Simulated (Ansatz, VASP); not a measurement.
## Br: VASP beside Ansatz

```
Br
1.0
     0.00000    2.36166    2.36166
     2.36166    0.00000    2.36166
     2.36166    2.36166    0.00000
Br
1
Direct
  0.00000 0.00000 0.00000
```

Alike in both runs: task electric field gradients; functional PBE; k mesh 16 × 16 × 16; occupations fermi-dirac, width 0.03 eV; no spin polarisation.

```csv
,VASP,Ansatz
version,VASP 6.6.1,Ansatz 0.2.0
potentials or method,"VASP PAW PBE potentials, release 64 (Br)","PAW with Ansatz's default frozen-core files, scalar-relativistic"
plane-wave cutoff (eV),520,420
valence electrons in the cell,7,7
```

```tsv
	VASP	Ansatz	Ansatz less VASP
pressure (GPa)	0.0	0.0	-0.01
```

The functional is the same, so the differences come from potentials, cutoffs and numerics.
